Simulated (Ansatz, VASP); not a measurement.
One calculation of InO, two programs

INCAR

```
ALGO     = Normal         # electronic algorithm
EDIFF    = 1E-6           # SCF threshold, eV
ENCUT    = 520            # plane-wave cutoff, eV
GGA      = PE             # functional
ISIF     = 2              # what is computed and relaxed
ISMEAR   = 0              # smearing method
IVDW     = 12             # dispersion correction
LASPH    = True           # aspherical terms in the spheres
LCHARG   = False          # write CHGCAR
LREAL    = False          # projectors in reciprocal space
LWAVE    = False          # write WAVECAR
NBANDS   = 27             # bands
NELM     = 100            # most SCF steps
PREC     = Accurate       # precision mode
SIGMA    = 0.05           # smearing width, eV
```

Contents of KPOINTS:

```
k-points
0
Gamma
  12 12 2
```

File POSCAR:

```
InO
1.0
    3.2582940281      0.0000000000      0.0000000000
   -1.6291470140      2.8217654013      0.0000000000
    0.0000000000      0.0000000000     16.6446233437
In O
2 2
Direct
    0.6666666667      0.3333333333      0.5895266171
    0.6666666667      0.3333333333      0.4104733829
    0.0000000000      0.0000000000      0.6398766429
    0.0000000000      0.0000000000      0.3601233571
```

Input for Ansatz:

```yaml
crystal:
  lattice:
    - [3.2582940281, 0.0, 0.0]
    - [-1.629147014, 2.8217654013, 0.0]
    - [0.0, 0.0, 16.6446233437]
  atoms:
    - { symbol: In, position: [0.6666666667, 0.3333333333, 0.5895266171] }
    - { symbol: In, position: [0.6666666667, 0.3333333333, 0.4104733829] }
    - { symbol: O, position: [0.0, 0.0, 0.6398766429] }
    - { symbol: O, position: [0.0, 0.0, 0.3601233571] }
basis:
  ecutwfc: 420
kpoints:
  mp_grid: { grid: [12, 12, 2] }
hamiltonian:
  xc: pbe
  dispersion: d3bj
scf:
  occupations: { method: gaussian, width: 0.05 }
output:
  forces: true
  stress: true
  eigenvalues: true
```

Change from the starting cell: strain -0.050 along x and y, +0.050 along z, atoms carried along.

Alike in both runs: task single point; functional PBE; dispersion D3(BJ); k mesh 12 × 12 × 2; occupations gaussian, width 0.05 eV; no spin polarisation.

|  | VASP | Ansatz |
| --- | --- | --- |
| version | VASP 6.6.1 | Ansatz 0.2.0 |
| potentials or method | VASP PAW PBE potentials, release 64 (In_d, O), cutoff 520 eV | scalar-relativistic, plane waves, PAW |
| valence electrons in the cell | 38 | 38 |

Ansatz gave:

```
gap on the k mesh at the Fermi level (eV) : 0.08
least direct gap on the mesh (eV)         : 1.47
rms of the force components (eV/Å)        : 0.646
```

Problem. What did VASP give for the same quantities?

Solution. gap on the k mesh at the Fermi level (eV): 0.08; least direct gap on the mesh (eV): 1.46; rms of the force components (eV/Å): 0.670.

Atom by atom the forces differ by 0.026 eV/Å (rms over components).
